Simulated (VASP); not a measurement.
FeS2: single point with PBE

The system is FeS2.

```xyz
6
Lattice="4.4308 0.0000 0.0000 0.0000 5.4006 0.0000 0.0000 0.0000 3.3792" Properties=species:S:1:pos:R:3 pbc="T T T"
Fe    2.2154    2.7003    1.6896
Fe    0.0000    0.0000    0.0000
S     1.3250    4.7408    1.6896
S     3.1058    0.6597    1.6896
S     0.8904    2.0406    0.0000
S     3.5404    3.3600    0.0000
```

```
Program             : VASP 6.6.1
Task                : single point
Functional          : PBE
Potentials or basis : VASP PAW PBE potentials, release 64 (Fe, S)
Cutoff              : 600 eV
k mesh              : 2 × 2 × 2
Occupations         : gaussian, width 0.01 eV
Spin                : no spin polarisation
```

```
Pressure               : 1.2 GPa
Largest force          : 0.344 eV/Å
Band gap on the k mesh : 0.93 eV (least direct gap 1.24 eV)
```

Forces in eV/Å, atoms in the order of the input:
```
Fe   0.000  0.000  0.000
Fe   0.000  0.000  0.000
S   -0.271 -0.213  0.000
S    0.271  0.213  0.000
S    0.271 -0.213  0.000
S   -0.271  0.213  0.000
```

Stress tensor (GPa, compression positive):
```
-1.60  0.00  0.00
 0.00  0.74  0.00
 0.00  0.00  4.41
```

Levels at points of the mesh, in eV from the valence-band top:
```csv
k point,band 16,band 17,band 18,band 19,band 20,band 21,band 22,band 23,band 24,band 25
"(0.00, 0.00, 0.00)",-1.03,-0.92,-0.71,-0.64,-0.47,1.32,1.50,2.91,3.16,3.45
"(0.50, 0.00, 0.00)",-1.13,-0.62,-0.62,0.00,0.00,1.81,1.81,2.05,2.05,2.77
"(0.00, 0.50, 0.00)",-1.01,-0.76,-0.76,-0.25,-0.25,1.23,1.23,2.52,2.52,2.98
"(0.50, 0.50, 0.00)",-1.28,-1.06,-1.06,-0.81,-0.81,1.44,1.44,1.98,1.98,3.33
"(0.00, 0.00, 0.50)",-1.29,-0.86,-0.86,-0.33,-0.33,1.53,1.53,1.75,1.75,2.33
"(0.50, 0.00, 0.50)",-0.98,-0.72,-0.72,-0.27,-0.27,1.58,1.58,2.12,2.12,3.63
"(0.00, 0.50, 0.50)",-1.72,-1.35,-1.35,-0.31,-0.31,0.93,0.93,2.21,2.21,3.18
"(0.50, 0.50, 0.50)",-1.33,-0.53,-0.53,-0.29,-0.29,1.76,1.76,2.16,2.16,2.58
```

Wall time 33 s on 1 thread of Intel Xeon 8259CL, on a shared host, peak memory 0.21 GiB.

Caveat: the k points lie up to 0.93 Å⁻¹ apart. A k mesh can miss the band edges.
